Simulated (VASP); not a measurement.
Input of a VASP 6.6.1 run:

Contents of INCAR:

```
SYSTEM = Si32O
ALGO     = Normal         ! electronic algorithm
EDIFF    = 1E-6           ! SCF threshold, eV
ENCUT    = 520            ! plane-wave cutoff, eV
GGA      = PS             ! functional
ISIF     = 2              ! what is computed and relaxed
ISMEAR   = 0              ! smearing method
LASPH    = .TRUE.         ! aspherical terms in the spheres
LCHARG   = .FALSE.        ! write CHGCAR
LREAL    = Auto         
LWAVE    = .FALSE.        ! write WAVECAR
NBANDS   = 89             ! bands
NELM     = 80             ! most SCF steps
PREC     = Accurate       ! precision mode
SIGMA    = 0.02           ! smearing width, eV
```

Contents of KPOINTS:

```
Automatic mesh
0
Gamma
  2 2 2
  0.5 0.5 0.5
```

File POSCAR:

```
Si32O
1.0
   -5.4338342764      5.4338342764     -5.4338342764
    5.4338342764     -5.4338342764     -5.4338342764
   -5.4338342764     -5.4338342764      5.4338342764
Si O
32 1
Direct
    0.5007298457      0.0013189540      0.2473525388
    0.2472683183      1.0013350826      0.5009102027
    0.9987913292      1.0054939406      0.7892171884
    0.7518843113      0.7539952163      0.2540053410
    0.7893093473      1.0055585034      0.9989350489
    0.4787768292      0.7284193275      0.4788614959
    0.2538964996      0.7540120009      0.7520268037
   -0.0014386583      0.4987281965      0.2543540922
    0.9998065910      0.7342154452      0.9999182521
    0.7469151337      0.5009261048      0.4993375643
    0.4992314288      0.5009474250      0.7470638523
    0.2177984196      0.2248329536      0.2179387241
    0.2541757577      0.4986641333     -0.0013496819
    0.9992341070      0.2500404481      0.5183898257
    0.7446926743      0.2446526333      0.7447776576
    0.5182647432      0.2500004784     -0.0006621404
    0.7464724037      0.2517006702      0.4999931993
    0.4999345160      0.2517293826      0.7466240905
    0.2771555117      0.2598901958      0.0007313352
   -0.0004275352     -0.0004043408      0.5142547208
    0.0006586268      0.2599618548      0.2773214037
    0.7184745123     -0.0194384678      0.7185666406
    0.5141584526     -0.0004581630     -0.0003387157
    0.2454741862      0.7505384208      0.4987852013
    0.2450882764     -0.0054985556      0.2452381212
    0.0000476167      0.7468789676      0.7536886752
    0.7535944918      0.7468804017      0.0001695340
    0.4859900540      0.4834744079      0.4861107066
    0.4986217831      0.7505168502      0.2455279689
    0.2528384807      0.5045878657      0.7524819679
   -0.0000192860      0.4848325785      0.0001242022
    0.7523465673      0.5045677725      0.2529571675
   -0.0024313751      0.0802876144     -0.0023275277
```

Potentials or basis: VASP PAW PBE potentials, release 64 (Si, O).

Launch:

```console
$ cat potpaw_PBE.64/Si/POTCAR potpaw_PBE.64/O/POTCAR > POTCAR
$ mpirun -np 1 vasp_std > vasp.out
```

What does it give for the band gap on the k mesh?

0.05 eV.

Predict the largest force.

0.058 eV/Å.

Estimate the pressure.

0.6 GPa.

Forces in eV/Å, atoms in the order of the input:
```
Si  -0.004 -0.005  0.006
Si  -0.003  0.007 -0.005
Si   0.027  0.033 -0.027
Si   0.000  0.001 -0.004
Si   0.031 -0.028  0.041
Si   0.000 -0.002  0.001
Si   0.000 -0.001  0.000
Si   0.000  0.001  0.002
Si   0.002 -0.005 -0.006
Si   0.001  0.005 -0.002
Si   0.002  0.000  0.005
Si   0.000  0.006  0.002
Si  -0.002  0.001 -0.001
Si  -0.002 -0.004  0.001
Si  -0.006  0.000  0.002
Si  -0.003  0.001 -0.004
Si   0.005  0.004 -0.003
Si   0.007 -0.003  0.004
Si  -0.004  0.001 -0.004
Si  -0.008 -0.010  0.014
Si  -0.003 -0.005  0.001
Si   0.000  0.002  0.002
Si  -0.008  0.011 -0.014
Si   0.002  0.001  0.000
Si  -0.007  0.001  0.002
Si  -0.005 -0.001  0.001
Si  -0.005 -0.001  0.000
Si   0.003 -0.002  0.000
Si   0.002  0.000  0.002
Si  -0.004  0.000  0.000
Si  -0.001 -0.001 -0.003
Si  -0.002  0.000 -0.001
O   -0.014 -0.006 -0.010
```

Caveat: the cell differs from its parent crystal (with an interstitial atom, then relaxed in part); the PAW data sets were made with another functional, which shifts forces and pressure a little.
